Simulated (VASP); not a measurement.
# PbS (Galena) (Fm-3m) in VASP: settings compared

The runs below take PbS (Galena) through single point, with BLYP+D3(BJ), revPBE, BLYP.

All numbers are computed with VASP 6.6.1; they aren't measurements. Logs are shortened: lines on timing, memory, paths and dates and some standing lists are left out, and cuts for length are marked.

### 1 The cell of the first run

Symmetry: Fm-3m, No. 225, cubic system. Conventional cell: a = 5.967 Å, b = 5.967 Å, c = 5.967 Å, α = 90.00°, β = 90.00°, γ = 90.00°. Pb (site symmetry m-3m) has 6 S at 2.98 Å within 3.9 Å. Within 3.9 Å of S (site symmetry m-3m) lie 6 Pb at 2.98 Å.

### 2 Single point, BLYP+D3(BJ)

The input, INCAR:

```
SYSTEM = PbS
  PREC = Accurate
  ENCUT = 520
  EDIFF = 1E-6
  ISMEAR = -1
  SIGMA = 0.05
  LREAL = .False.
  LASPH = .True.
  NELM = 100
  ALGO = Normal
  ISIF = 2
  LWAVE = .False.
  LCHARG = .False.
  GGA = B5
  ALDAX = 1.0
  AGGAX = 1.0
  AGGAC = 1.0
  ALDAC = 0.0
  IVDW = 12
  VDW_S6 = 1.0
  VDW_S8 = 2.6996
  VDW_A1 = 0.4298
  VDW_A2 = 4.2359
  NBANDS = 17
```

The input, KPOINTS:

```
regular mesh
0
Gamma
  8 8 8
  0 0 0
```

The input, POSCAR:

```
PbS
1.0
    0.0000000000      2.9833750768      2.9833750768
    2.9833750768      0.0000000000      2.9833750768
    2.9833750768      2.9833750768      0.0000000000
Pb S
1 1
Direct
    0.0000000000      0.0000000000      0.0000000000
    0.5000000000      0.5000000000      0.5000000000
```

Potentials or basis: VASP PAW PBE potentials, release 64 (Pb_d, S).

On the command line:

```console
> cat potpaw_PBE.64/Pb_d/POTCAR potpaw_PBE.64/S/POTCAR > POTCAR
> mpirun -np 1 vasp_std > vasp.out
```

OUTCAR:

```text
SYSTEM = PbS
   PREC = Accurate
   ENCUT = 520
   EDIFF = 1E-6
   ISMEAR = -1
   LREAL = .False.
   LASPH = .True.
   NELM = 100
   ISIF = 2
   GGA = B5
   IVDW = 12
 IVDW          = 12

 ion  position               nearest neighbor table
   1  0.000  0.000  0.000-   2 2.98   2 2.98   2 2.98   2 2.98   2 2.98   2 2.98
   2  0.500  0.500  0.500-   1 2.98   1 2.98   1 2.98   1 2.98   1 2.98   1 2.98

  LATTYP: Found a face centered cubic cell.
 ALAT       =     5.9667501536

  Lattice vectors:

 A1 = (   0.0000000000,   2.9833750768,   2.9833750768)
 A2 = (   2.9833750768,   0.0000000000,   2.9833750768)
 A3 = (   2.9833750768,   2.9833750768,   0.0000000000)

Analysis of symmetry for initial positions (statically):
=====================================================================
 Subroutine PRICEL returns:
 Original cell was already a primitive cell.

 Routine SETGRP: Setting up the symmetry group for a
 face centered cubic supercell.

 Subroutine GETGRP returns: Found 48 space group operations
[... 9 lines left out ...]

 Routine SETGRP: Setting up the symmetry group for a
 face centered cubic supercell.

 Subroutine GETGRP returns: Found 48 space group operations
[... 11 lines left out ...]
                                     Primitive cell

  volume of cell :      53.1072

  direct lattice vectors                    reciprocal lattice vectors
     0.000000000  2.983375077  2.983375077    -0.167595420  0.167595420  0.167595420
     2.983375077  0.000000000  2.983375077     0.167595420 -0.167595420  0.167595420
     2.983375077  2.983375077  0.000000000     0.167595420  0.167595420 -0.167595420

  length of vectors
     4.219129495  4.219129495  4.219129495     0.290283783  0.290283783  0.290283783

  position of ions in fractional coordinates (direct lattice)
     0.000000000  0.000000000  0.000000000
     0.500000000  0.500000000  0.500000000

  ion indices of the primitive-cell ions
   primitive index   ion index
                 1           1
                 2           2

----------------------------------------------------------------------------------------

 KPOINTS: regular mesh

Automatic generation of k-mesh.
 Grid dimensions read from file:
 generate k-points for:    8    8    8

 Generating k-lattice:

  Cartesian coordinates                     Fractional coordinates (reciprocal lattice)
    -0.020949428  0.020949428  0.020949428     0.125000000  0.000000000  0.000000000
     0.020949428 -0.020949428  0.020949428     0.000000000  0.125000000  0.000000000
     0.020949428  0.020949428 -0.020949428     0.000000000  0.000000000  0.125000000

  Length of vectors
     0.036285473  0.036285473  0.036285473

  Shift w.r.t. Gamma in fractional coordinates (k-lattice)
     0.000000000  0.000000000  0.000000000

 Subroutine IBZKPT returns following result:
 ===========================================

 Found     29 irreducible k-points:

 Following reciprocal coordinates:
            Coordinates               Weight
  0.000000  0.000000  0.000000      1.000000
  0.125000  0.000000  0.000000      8.000000
  0.250000  0.000000  0.000000      8.000000
  0.375000  0.000000  0.000000      8.000000
  0.500000  0.000000  0.000000      4.000000
  0.125000  0.125000  0.000000      6.000000
[... 16 lines left out ...]
  0.500000  0.250000  0.125000     48.000000
 -0.375000  0.250000  0.125000     24.000000
 [... further k-points ...]
   k-points           NKPTS =     29   k-points in BZ     NKDIM =     29   number of bands    NBANDS=     17
   number of dos      NEDOS =    301   number of ions     NIONS =      2
   total plane-waves  NPLWV =  32768
   dimension x,y,z NGX =    32 NGY =   32 NGZ =   32
   dimension x,y,z NGXF=    64 NGYF=   64 NGZF=   64
   ions per type =               1   1
   NGX,Y,Z   is equivalent  to a cutoff of  12.61, 12.61, 12.61 a.u.
   NGXF,Y,Z  is equivalent  to a cutoff of  25.22, 25.22, 25.22 a.u.
 SYSTEM =  PbS
   PREC   = accura    normal or accurate (medium, high low for compatibility)
   ISTART =      0    job   : 0-new  1-cont  2-samecut
   ICHARG =      2    charge: 1-file 2-atom 10-const
   ISPIN  =      1    spin polarized calculation?
   LNONCOLLINEAR =      F non collinear calculations
   LSORBIT =      F    spin-orbit coupling
   LASPH  =      T    aspherical Exc in radial PAW
   ENCUT  =  520.0 eV  38.22 Ry    6.18 a.u.   7.84  7.84  7.84*2*pi/ulx,y,z
   NELM   =    100;   NELMIN=  2; NELMDL= -5     # of ELM steps
   EDIFF  = 0.1E-05   stopping-criterion for ELM
   LREAL  =      F    real-space projection
   EDIFFG = 0.1E-04   stopping-criterion for IOM
   NSW    =      0    number of steps for IOM
   IBRION =     -1    ionic relax: 0-MD 1-quasi-New 2-CG
   NFREE  =      0    steps in history (QN), initial steepest desc. (CG)
   ISIF   =      2    stress and relaxation
   ISYM   =      2    0-nonsym 1-usesym 2-fastsym
   POTIM  = 0.5000    time-step for ionic-motion
   TEBEG  =    0.0;   TEEND  =   0.0 temperature during run
   PSTRESS=    0.0 pullay stress
   NELECT =      20.0000    total number of electrons
   NUPDOWN=      -1.0000    fix difference up-down
   EMIN   =  10.00;   EMAX   =-10.00  energy-range for DOS
   EFERMI =   0.00;   METHOD = LEGACY
   ISMEAR =    -1;   SIGMA  =   0.05  broadening in eV -4-tet -1-fermi 0-gaus
   EFERMI_NEDOS =   21; number of points for ismear=-14 and -15
   IALGO  =     38    algorithm
   IMIX   =      4    mixing-type and parameters
     AMIX     =   0.40;   BMIX     =  1.00
     AMIX_MAG =   1.60;   BMIX_MAG =  1.00
  volume/ion in A,a.u.               =      26.55       179.19
  Fermi-wavevector in a.u.,A,eV,Ry     =   1.182225  2.234082 19.016278  1.397657
  Thomas-Fermi vector in A             =   2.318484
   LORBIT       =      0    0 simple, 1 ext, 2 COOP (PROOUT), +10 PAW based schemes
   GGA     = B5    functional components
   LHFCALC =     F    Hartree Fock is set to
   AEXX    =    0.0000 exact exchange contribution
   IVDW    =    12    specifies the selected vdW correction
   LEPSILON=     F    determine dielectric tensor
   LRPA    =     F    only Hartree local field effects (RPA)
 non-spin polarized calculation
  energy-cutoff  :      520.00
  volume of cell :       53.11
 maximum number of plane-waves:      1459
   NGX = 15   NGY = 15   NGZ = 15

 number of electron      20.0000001 magnetization

 Free energy of the ion-electron system (eV)
  ---------------------------------------------------
  ext. energy  EPLUGINS =         0.00000000
  ---------------------------------------------------
  free energy    TOTEN  =        -7.69383281 eV

  energy without entropy =       -7.69378657  energy(sigma->0) =       -7.69380969

 E-fermi :   6.2477     XC(G=0):  -9.0366

 val. band max:        5.9793217159   @ k =   0.5000   0.0000   0.0000
 cond. band min:       6.5161029367   @ k =   0.5000   0.0000   0.0000
 fundamental gap:      0.5367812208
 Fermi energy:         6.2477202728

 k-point     1 :       0.0000    0.0000    0.0000
  band No.  band energies     occupation
      1     -10.7908      2.00000
      2     -10.7908      2.00000
      3     -10.7908      2.00000
      4     -10.7775      2.00000
      5     -10.7775      2.00000
      6      -7.4016      2.00000
[... 9 lines left out ...]
     16      12.9807      0.00000
     17      15.1224      0.00000

 k-point     2 :       0.1250    0.0000    0.0000
  band No.  band energies     occupation
      1     -10.7900      2.00000
      2     -10.7883      2.00000
      3     -10.7883      2.00000
      4     -10.7778      2.00000
      5     -10.7778      2.00000
      6      -7.2727      2.00000
[... 9 lines left out ...]
     16      13.3293      0.00000
     17      16.2237      0.00000

 k-point     3 :       0.2500    0.0000    0.0000
  band No.  band energies     occupation
      1     -10.7948      2.00000
      2     -10.7948      2.00000
      3     -10.7885      2.00000
      4     -10.7663      2.00000
      5     -10.7663      2.00000
      6      -6.9153      2.00000
[... 9 lines left out ...]
     16      14.1599      0.00000
     17      18.1842      0.00000

 k-point     4 :       0.3750    0.0000    0.0000
  band No.  band energies     occupation
      1     -10.8041      2.00000
      2     -10.8041      2.00000
      3     -10.7875      2.00000
      4     -10.7518      2.00000
      5     -10.7518      2.00000
      6      -6.4530      2.00000
[... 9 lines left out ...]
     16      15.3552      0.00000
     17      17.9135      0.00000

 k-point     5 :       0.5000    0.0000    0.0000
  band No.  band energies     occupation
      1     -10.8081      2.00000
      2     -10.8081      2.00000
      3     -10.7871      2.00000
      4     -10.7458      2.00000
      5     -10.7458      2.00000
      6      -6.2051      2.00000
[... 9 lines left out ...]
     16      16.2695      0.00000
     17      16.6496      0.00000

 k-point     6 :       0.1250    0.1250    0.0000
  band No.  band energies     occupation
      1     -10.7942      2.00000
      2     -10.7887      2.00000
      3     -10.7828      2.00000
      4     -10.7828      2.00000
      5     -10.7740      2.00000
      6      -7.2279      2.00000
[... 9 lines left out ...]
     16      14.0320      0.00000
     17      15.4757      0.00000

 k-point     7 :       0.2500    0.1250    0.0000
  band No.  band energies     occupation
      1     -10.8036      2.00000
      2     -10.7939      2.00000
      3     -10.7829      2.00000
      4     -10.7733      2.00000
      5     -10.7636      2.00000
      6      -6.9420      2.00000
[... 9 lines left out ...]
     16      14.8514      0.00000
     17      16.6407      0.00000

 k-point     8 :       0.3750    0.1250    0.0000
  band No.  band energies     occupation
      1     -10.8165      2.00000
      2     -10.7916      2.00000
      3     -10.7886      2.00000
      4     -10.7631      2.00000
      5     -10.7497      2.00000
      6      -6.5037      2.00000
[... 9 lines left out ...]
     16      15.9001      0.00000
     17      17.8666      0.00000
[... 203 lines left out ...]
      1     -10.8999      2.00000
      2     -10.8075      2.00000
      3     -10.7601      2.00000
      4     -10.7406      2.00000
      5     -10.7375      2.00000
      6      -5.8794      2.00000
[... 9 lines left out ...]
     16      17.6878      0.00000
     17      17.8611      0.00000

 k-point    20 :      -0.3750    0.3750    0.0000
  band No.  band energies     occupation
      1     -10.8809      2.00000
      2     -10.7933      2.00000
      3     -10.7707      2.00000
      4     -10.7500      2.00000
      5     -10.7417      2.00000
      6      -5.8154      2.00000
[... 9 lines left out ...]
     16      17.0002      0.00000
     17      18.7122      0.00000

 k-point    21 :       0.5000    0.5000    0.0000
  band No.  band energies     occupation
      1     -10.9173      2.00000
      2     -10.8140      2.00000
      3     -10.7535      2.00000
      4     -10.7342      2.00000
      5     -10.7342      2.00000
      6      -5.8133      2.00000
[... 9 lines left out ...]
     16      18.3663      0.00000
     17      18.4485      0.00000

 k-point    22 :       0.3750    0.2500    0.1250
  band No.  band energies     occupation
      1     -10.8213      2.00000
      2     -10.7939      2.00000
      3     -10.7827      2.00000
      4     -10.7638      2.00000
      5     -10.7557      2.00000
      6      -6.6093      2.00000
[... 9 lines left out ...]
     16      16.0614      0.00000
     17      16.3453      0.00000

 k-point    23 :       0.5000    0.2500    0.1250
  band No.  band energies     occupation
      1     -10.8352      2.00000
      2     -10.7899      2.00000
      3     -10.7841      2.00000
      4     -10.7591      2.00000
      5     -10.7489      2.00000
      6      -6.2011      2.00000
[... 9 lines left out ...]
     16      16.4236      0.00000
     17      17.4501      0.00000

 k-point    24 :      -0.3750    0.2500    0.1250
  band No.  band energies     occupation
      1     -10.8403      2.00000
      2     -10.7928      2.00000
      3     -10.7759      2.00000
      4     -10.7636      2.00000
      5     -10.7445      2.00000
      6      -5.9957      2.00000
[... 9 lines left out ...]
     16      17.0445      0.00000
     17      17.3805      0.00000

 [... further k-points ...]

------------------------ aborting loop because EDIFF is reached ----------------------------------------

 Edisp (eV)   -1.57903

 E8    (eV) :    -1.1787

  FORCE on cell =-STRESS in cart. coord.  units (eV):
  Direction    XX          YY          ZZ          XY          YZ          ZX
  --------------------------------------------------------------------------------------
  -------------------------------------------------------------------------------------
  Total       0.01147     0.01147     0.01147    -0.00000     0.00000     0.00000
  in kB       0.34600     0.34600     0.34600    -0.00000     0.00000     0.00000
  external pressure =        0.35 kB  Pullay stress =        0.00 kB

 VOLUME and BASIS-vectors are now :
 -----------------------------------------------------------------------------
  energy-cutoff  :      520.00
  volume of cell :       53.11
      direct lattice vectors                 reciprocal lattice vectors
     0.000000000  2.983375077  2.983375077    -0.167595420  0.167595420  0.167595420
     2.983375077  0.000000000  2.983375077     0.167595420 -0.167595420  0.167595420
     2.983375077  2.983375077  0.000000000     0.167595420  0.167595420 -0.167595420

 POSITION                                       TOTAL-FORCE (eV/Angst)
 -----------------------------------------------------------------------------------
      0.00000      0.00000      0.00000        -0.000000      0.000000      0.000000
      2.98338      2.98338      2.98338         0.000000     -0.000000     -0.000000
 -----------------------------------------------------------------------------------
    total drift:                                0.000000     -0.000000     -0.000000

  FREE ENERGIE OF THE ION-ELECTRON SYSTEM (eV)
  ---------------------------------------------------
  free  energy   TOTEN  =        -9.2728585227 eV

  energy  without entropy=       -9.2728122860  energy(sigma->0) =       -9.27283540
```

Run time: 26 s. Hardware: 1 thread of AMD EPYC 9R45 (Zen 5), shared host; peak memory 0.16 GiB.

Results:

```
Free energy                : -9.2729 eV
Pressure                   : 0.0 GPa
Band gap on the k mesh     : 0.54 eV, direct
Dispersion energy per atom : -0.790 eV
```

Caveat: the PAW data sets were made with another functional, which shifts forces and pressure a little; spin-orbit coupling is left out, which moves the levels of the heavy elements. A k mesh can miss the band edges.

[end of part 1 of 2]
